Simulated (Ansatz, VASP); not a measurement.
# One calculation of HCl, two programs

Contents of INCAR:

```
  ALGO = Normal
  EDIFF = 1E-6
  ENCUT = 520
  ISIF = 2
  ISMEAR = 0
  LASPH = True
  LCHARG = False
  LREAL = False
  LWAVE = False
  NBANDS = 11
  NELM = 60
  PREC = Accurate
  SIGMA = 0.15
```

KPOINTS

```
k-points
0
Gamma
  16 16 16
```

The input POSCAR:

```
HCl
1.0
    0.0000000000      2.6750000000      2.8550000000
    2.4521250000      0.0000000000      2.8550000000
    2.4521250000      2.6750000000      0.0000000000
H Cl
1 1
Direct
    0.0000000000      0.0000000000      0.0000000000
    0.5000000000      0.5000000000      0.5000000000
```

Input for Ansatz:

```yaml
crystal:
  lattice:
    - [0.0, 2.675, 2.855]
    - [2.452125, 0.0, 2.855]
    - [2.452125, 2.675, 0.0]
  atoms:
    - { symbol: H, position: [0.0, 0.0, 0.0] }
    - { symbol: Cl, position: [0.5, 0.5, 0.5] }
basis:
  ecutwfc: 420
kpoints:
  mp_grid: { grid: [16, 16, 16] }
hamiltonian:
  xc: lda
scf:
  occupations: { method: gaussian, width: 0.15 }
output:
  forces: true
  stress: true
  eigenvalues: true
```

Change from the starting cell: strain -0.0250 x Voigt [1, 0, 0, 0, 0, 0], atoms carried along.

Alike in both runs: task single point; functional LDA; k mesh 16 × 16 × 16; occupations gaussian, width 0.15 eV; no spin polarisation.

|  | VASP | Ansatz |
| --- | --- | --- |
| version | VASP 6.6.1 | Ansatz 0.2.0 |
| potentials or method | VASP PAW LDA potentials, release 64 (H, Cl), cutoff 520 eV | scalar-relativistic, plane waves, PAW |
| valence electrons in the cell | 8 | 8 |

|  | VASP | Ansatz | Ansatz less VASP |
| --- | --- | --- | --- |
| gap on the k mesh at the Fermi level (eV) | none | none | - |
| pressure (GPa) | -12.1 | -12.0 | +0.08 |
| traceless stress, the component that is largest in VASP (GPa) | -6.85 | -6.85 | +0.003 |

LDA's correlation is that of Perdew and Zunger in VASP and of Perdew and Wang (1992) in Ansatz. A gap of «none» marks a metal or a gap that the smearing closes.
